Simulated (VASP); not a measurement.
Write the native input for VASP 6.6.1 that does the following.

| Property | Result |
| --- | --- |
| Task | single point |
| Functional | PBE |
| Potentials or basis | VASP PAW PBE potentials, release 64 (Pd, Cl) |
| Cutoff | 520 eV |
| k mesh | 10 × 10 × 1 |
| Occupations | gaussian, width 0.1 eV |
| Spin | no spin polarisation |
| Dipole correction | yes |
| Further INCAR settings | ALGO = Normal; EDIFF = 1e-06; NBANDS = 26 |

The structure of Pd3Cl lies in POSCAR:

```
Pd3Cl
1.0
    2.7875943942      0.0000000000      0.0000000000
    0.0000000000      2.7875943942      0.0000000000
    0.0000000000      0.0000000000     19.3873314569
Pd Cl
3 1
Direct
    0.5000000000      0.5000000000      0.2063202978
    0.0000000000      0.0000000000      0.3065748042
    0.5000000000      0.5000000000      0.4068291438
    0.5000000000      0.6666666667      0.5235297844
```

The input as run:

INCAR

```
SYSTEM = Pd3Cl
ALGO = Normal
DIPOL = 0.5 0.5 0.361
EDIFF = 1E-6
ENCUT = 520
GGA = PE
IDIPOL = 3
ISIF = 2
ISMEAR = 0
LASPH = .True.
LCHARG = .True.
LDIPOL = .True.
LELF = .True.
LREAL = .False.
LVACPOTAV = .True.
LVHAR = .True.
LWAVE = .False.
NBANDS = 26
NELM = 100
PREC = Accurate
SIGMA = 0.1
```

KPOINTS

```
k-points
0
Gamma
  10 10 1
  0 0 0
```

Potentials or basis: VASP PAW PBE potentials, release 64 (Pd, Cl).

The run is started by

```sh
$ cat potpaw_PBE.64/Pd/POTCAR potpaw_PBE.64/Cl/POTCAR > POTCAR
$ mpirun -np 1 vasp_std > vasp.out
```

Results of the run:

```
Largest force          : 0.288 eV/Å
Band gap on the k mesh : zero (an odd number of electrons rules out a gap without spin polarisation)
```

Run time: 2.4 min on 1 thread of AMD EPYC 9R45 96-Core Processor (Zen 5), with other jobs on the host, peak memory 0.3 GiB.
